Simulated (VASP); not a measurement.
# Al (P6_3/mmc) in VASP: single point with PBE

Aim: the single point of Al with PBE.

Everything below comes from runs of VASP 6.6.1. Logs are shortened: lines on timing, memory, paths and dates and some standing lists are left out, and cuts for length are marked.

**1. The cell of the first run**

Symmetry: P6_3/mmc, No. 194, hexagonal system. Conventional cell: a = 2.812 Å, b = 2.812 Å, c = 4.867 Å, α = 90.00°, β = 90.00°, γ = 120.00°. Within 3.7 Å of Al (site symmetry -6m2) lie 12 Al at 2.81 to 2.93 Å.

This isn't the form of Al at room conditions, which is fcc.

**2. Single point, PBE**

File INCAR:

```
PREC = Accurate
ENCUT = 520
EDIFF = 1E-7
ISMEAR = 0
SIGMA = 0.05
LREAL = False
LASPH = True
NELM = 100
ALGO = Normal
ISIF = 2
LWAVE = False
LCHARG = True
GGA = PE
LELF = True
LVHAR = True
NBANDS = 10
```

File KPOINTS:

```
Automatic mesh
0
Gamma
  18 18 8
```

File POSCAR:

```
Al
1.0
    2.8124553500      0.0000000000      0.0000000000
   -1.4062276800      2.4356577800      0.0000000000
    0.0000000000      0.0000000000      4.8668500000
Al
2
Direct
    0.6666666700      0.3333333300      0.7500000000
    0.3333333300      0.6666666700      0.2500000000
```

Potentials or basis: VASP PAW PBE potentials, release 64 (Al).

On the command line:

```
$ cat potpaw_PBE.64/Al/POTCAR > POTCAR
$ mpirun -np 1 vasp_std > vasp.out
```

OUTCAR:

```text
PREC = Accurate
   ENCUT = 520
   EDIFF = 1E-7
   ISMEAR = 0
   LREAL = False
   LASPH = True
   NELM = 100
   ISIF = 2
   GGA = PE

 ion  position               nearest neighbor table
   1  0.667  0.333  0.750-   2 2.93   2 2.93   2 2.93   2 2.93   2 2.93   2 2.93
   2  0.333  0.667  0.250-   1 2.93   1 2.93   1 2.93   1 2.93   1 2.93   1 2.93

  LATTYP: Found a hexagonal cell.
 ALAT       =     2.8124553500
 C/A-ratio  =     1.7304630276

  Lattice vectors:

 A1 = (   2.8124553500,   0.0000000000,   0.0000000000)
 A2 = (  -1.4062276800,   2.4356577800,   0.0000000000)
 A3 = (   0.0000000000,   0.0000000000,   4.8668500000)

Analysis of symmetry for initial positions (statically):
=====================================================================
 Subroutine PRICEL returns:
 Original cell was already a primitive cell.

 Routine SETGRP: Setting up the symmetry group for a
 hexagonal supercell.

 Subroutine GETGRP returns: Found 24 space group operations
 (whereof 12 operations were pure point group operations)
 out of a pool of 24 trial point group operations.

The static configuration has the point symmetry D_3d.
 The point group associated with its full space group is D_6h.

Analysis of symmetry for dynamics (positions and initial velocities):
=====================================================================
 Subroutine PRICEL returns:
 Original cell was already a primitive cell.

 Routine SETGRP: Setting up the symmetry group for a
 hexagonal supercell.

 Subroutine GETGRP returns: Found 24 space group operations
 (whereof 12 operations were pure point group operations)
 out of a pool of 24 trial point group operations.

The dynamic configuration has the point symmetry D_3d.
 The point group associated with its full space group is D_6h.

 Subroutine INISYM returns: Found 24 space group operations
 (whereof 12 operations are pure point group operations),
 and found     1 'primitive' translations

----------------------------------------------------------------------------------------

                                     Primitive cell

  volume of cell :      33.3388

  direct lattice vectors                    reciprocal lattice vectors
     2.812455350  0.000000000  0.000000000     0.355561200  0.205283355  0.000000000
    -1.406227680  2.435657780  0.000000000     0.000000000  0.410566709  0.000000000
     0.000000000  0.000000000  4.866850000     0.000000000  0.000000000  0.205471712

  length of vectors
     2.812455350  2.812455352  4.866850000     0.410566710  0.410566709  0.205471712

  position of ions in fractional coordinates (direct lattice)
     0.666666670  0.333333330  0.750000000
     0.333333330  0.666666670  0.250000000

  ion indices of the primitive-cell ions
   primitive index   ion index
                 1           1
                 2           2

----------------------------------------------------------------------------------------

 KPOINTS: Automatic mesh

Automatic generation of k-mesh.
 Grid dimensions read from file:
 generate k-points for:   18   18    8

 Generating k-lattice:

  Cartesian coordinates                     Fractional coordinates (reciprocal lattice)
     0.019753400  0.011404631  0.000000000     0.055555556  0.000000000  0.000000000
     0.000000000  0.022809262  0.000000000     0.000000000  0.055555556  0.000000000
     0.000000000  0.000000000  0.025683964     0.000000000  0.000000000  0.125000000

  Length of vectors
     0.022809262  0.022809262  0.025683964

  Shift w.r.t. Gamma in fractional coordinates (k-lattice)
     0.000000000  0.000000000  0.000000000

 Subroutine IBZKPT returns following result:
 ===========================================

 Found    185 irreducible k-points:

 Following reciprocal coordinates:
            Coordinates               Weight
  0.000000  0.000000  0.000000      1.000000
  0.055556  0.000000  0.000000      6.000000
  0.111111  0.000000  0.000000      6.000000
  0.166667  0.000000  0.000000      6.000000
  0.222222  0.000000  0.000000      6.000000
  0.277778  0.000000  0.000000      6.000000
[... 16 lines left out ...]
  0.333333  0.111111  0.000000     12.000000
  0.388889  0.111111  0.000000     12.000000
 [... further k-points ...]
   k-points           NKPTS =    185   k-points in BZ     NKDIM =    185   number of bands    NBANDS=     10
   number of dos      NEDOS =    301   number of ions     NIONS =      2
   total plane-waves  NPLWV =  20736
   dimension x,y,z NGX =    24 NGY =   24 NGZ =   36
   dimension x,y,z NGXF=    48 NGYF=   48 NGZF=   72
   ions per type =               2
   NGX,Y,Z   is equivalent  to a cutoff of  14.19, 14.19, 12.30 a.u.
   NGXF,Y,Z  is equivalent  to a cutoff of  28.37, 28.37, 24.59 a.u.
 SYSTEM =  unknown system
   PREC   = accura    normal or accurate (medium, high low for compatibility)
   ISTART =      0    job   : 0-new  1-cont  2-samecut
   ICHARG =      2    charge: 1-file 2-atom 10-const
   ISPIN  =      1    spin polarized calculation?
   LNONCOLLINEAR =      F non collinear calculations
   LSORBIT =      F    spin-orbit coupling
   LASPH  =      T    aspherical Exc in radial PAW
   ENCUT  =  520.0 eV  38.22 Ry    6.18 a.u.   5.23  5.23  9.05*2*pi/ulx,y,z
   NELM   =    100;   NELMIN=  2; NELMDL= -5     # of ELM steps
   EDIFF  = 0.1E-06   stopping-criterion for ELM
   LREAL  =      F    real-space projection
   EDIFFG = 0.1E-05   stopping-criterion for IOM
   NSW    =      0    number of steps for IOM
   IBRION =     -1    ionic relax: 0-MD 1-quasi-New 2-CG
   NFREE  =      0    steps in history (QN), initial steepest desc. (CG)
   ISIF   =      2    stress and relaxation
   ISYM   =      2    0-nonsym 1-usesym 2-fastsym
   POTIM  = 0.5000    time-step for ionic-motion
   TEBEG  =    0.0;   TEEND  =   0.0 temperature during run
   PSTRESS=    0.0 pullay stress
   NELECT =       6.0000    total number of electrons
   NUPDOWN=      -1.0000    fix difference up-down
   EMIN   =  10.00;   EMAX   =-10.00  energy-range for DOS
   EFERMI =   0.00;   METHOD = LEGACY
   ISMEAR =     0;   SIGMA  =   0.05  broadening in eV -4-tet -1-fermi 0-gaus
   EFERMI_NEDOS =   21; number of points for ismear=-14 and -15
   IALGO  =     38    algorithm
   IMIX   =      4    mixing-type and parameters
     AMIX     =   0.40;   BMIX     =  1.00
     AMIX_MAG =   1.60;   BMIX_MAG =  1.00
  volume/ion in A,a.u.               =      16.67       112.49
  Fermi-wavevector in a.u.,A,eV,Ry     =   0.924291  1.746656 11.623640  0.854313
  Thomas-Fermi vector in A             =   2.050021
   LORBIT       =      0    0 simple, 1 ext, 2 COOP (PROOUT), +10 PAW based schemes
   GGA     = PE    functional components
   LHFCALC =     F    Hartree Fock is set to
   AEXX    =    0.0000 exact exchange contribution
   IVDW    =     0    specifies the selected vdW correction
   LEPSILON=     F    determine dielectric tensor
   LRPA    =     F    only Hartree local field effects (RPA)
 non-spin polarized calculation
 Gauss-broadening in eV      SIGMA  =   0.05
  energy-cutoff  :      520.00
  volume of cell :       33.34
 maximum number of plane-waves:       920
 NGX is ok and might be reduce to    24
   NGX = 11   NGY = 11   NGZ = 19

 number of electron       6.0000000 magnetization

 Free energy of the ion-electron system (eV)
  ---------------------------------------------------
  ext. energy  EPLUGINS =         0.00000000
  ---------------------------------------------------
  free energy    TOTEN  =        -7.42402462 eV

  energy without entropy =       -7.42347577  energy(sigma->0) =       -7.42375020

 E-fermi :   7.9042     XC(G=0): -10.1592

 val. band max:        7.8665261567   @ k =   0.3889   0.1111   0.2500
 cond. band min:       7.9329571276   @ k =   0.3333   0.0000   0.1250
 fundamental gap:      0.0664309709
 Fermi energy:         7.9042124085

 k-point     1 :       0.0000    0.0000    0.0000
  band No.  band energies     occupation
      1      -3.1751      2.00000
      2       2.8260      2.00000
      3       3.0643      2.00000
      4      19.0472      0.00000
      5      19.3269      0.00000
      6      19.3269      0.00000
      7      19.5516      0.00000
      8      19.5516      0.00000
      9      20.2723      0.00000
     10      22.6083      0.00000

 k-point     2 :       0.0556    0.0000    0.0000
  band No.  band energies     occupation
      1      -3.0981      2.00000
      2       2.9015      2.00000
      3       3.1362      2.00000
      4      17.5775      0.00000
      5      18.3191      0.00000
      6      18.9412      0.00000
      7      20.1130      0.00000
      8      20.3141      0.00000
      9      20.6817      0.00000
     10      22.5776      0.00000

 k-point     3 :       0.1111    0.0000    0.0000
  band No.  band energies     occupation
      1      -2.8674      2.00000
      2       3.1274      2.00000
      3       3.3520      2.00000
      4      15.4713      0.00000
      5      17.3379      0.00000
      6      18.3928      0.00000
      7      19.7801      0.00000
      8      20.3430      0.00000
      9      21.3925      0.00000
     10      21.5356      0.00000

 k-point     4 :       0.1667    0.0000    0.0000
  band No.  band energies     occupation
      1      -2.4837      2.00000
      2       3.5012      2.00000
      3       3.7116      2.00000
      4      13.3692      0.00000
      5      16.4871      0.00000
      6      17.5052      0.00000
      7      18.7086      0.00000
      8      19.1083      0.00000
      9      20.9737      0.00000
     10      21.0125      0.00000
[... 222 lines left out ...]
 k-point    22 :       0.2778    0.1111    0.0000
  band No.  band energies     occupation
      1      -0.2039      2.00000
      2       5.6084      2.00000
      3       5.8664      2.00000
      4       7.9479      0.21643
      5      11.5592      0.00000
      6      13.6725      0.00000
      7      13.7566      0.00000
      8      17.2764      0.00000
      9      17.7199      0.00000
     10      19.3770      0.00000

 k-point    23 :       0.3333    0.1111    0.0000
  band No.  band energies     occupation
      1       0.7717      2.00000
      2       5.7804      2.00000
      3       6.7945      2.00000
      4       7.0404      2.00000
      5      10.9756      0.00000
      6      12.0465      0.00000
      7      12.4625      0.00000
      8      16.9725      0.00000
      9      17.3385      0.00000
     10      19.0846      0.00000

 k-point    24 :       0.3889    0.1111    0.0000
  band No.  band energies     occupation
      1       1.8872      2.00000
      2       4.4976      2.00000
      3       7.8266      1.97195
      4       7.8457      1.90214
      5      10.1084      0.00000
      6      10.5720      0.00000
      7      11.7251      0.00000
      8      16.7878      0.00000
      9      17.1119      0.00000
     10      18.9022      0.00000

 [... further k-points ...]

------------------------ aborting loop because EDIFF is reached ----------------------------------------

  FORCE on cell =-STRESS in cart. coord.  units (eV):
  Direction    XX          YY          ZZ          XY          YZ          ZX
  --------------------------------------------------------------------------------------
  -------------------------------------------------------------------------------------
  Total        0.1794168      0.1794168     -0.2566516     -0.0000000     -0.0000000      0.0000000
  in kB        8.6223137      8.6223137    -12.3340228     -0.0000000     -0.0000000      0.0000000
  external PRESSURE =       1.6368682 kB  Pullay stress =       0.0000000 kB

 VOLUME and BASIS-vectors are now :
 -----------------------------------------------------------------------------
  energy-cutoff  :      520.00
  volume of cell :       33.34
      direct lattice vectors                 reciprocal lattice vectors
     2.812455350  0.000000000  0.000000000     0.355561200  0.205283355  0.000000000
    -1.406227680  2.435657780  0.000000000     0.000000000  0.410566709  0.000000000
     0.000000000  0.000000000  4.866850000     0.000000000  0.000000000  0.205471712

 POSITION                                       TOTAL-FORCE (eV/Angst)
 -----------------------------------------------------------------------------------
      1.40623      0.81189      3.65014         0.000000      0.000000      0.000000
     -0.00000      1.62377      1.21671        -0.000000      0.000000      0.000000
 -----------------------------------------------------------------------------------
    total drift:                                0.000000     -0.000000     -0.000000

  FREE ENERGIE OF THE ION-ELECTRON SYSTEM (eV)
  ---------------------------------------------------
  free  energy   TOTEN  =        -7.4240246180 eV

  energy  without entropy=       -7.4234757742  energy(sigma->0) =       -7.42375020
```

It took 63 s on 1 thread of Intel Xeon 8259CL, shared host; peak memory 0.18 GiB.

Results:

- Free energy: -7.4240 eV
- Pressure: 0.2 GPa
- Band gap on the k mesh: zero (bands 3 and 4 overlap by 6.77 eV)
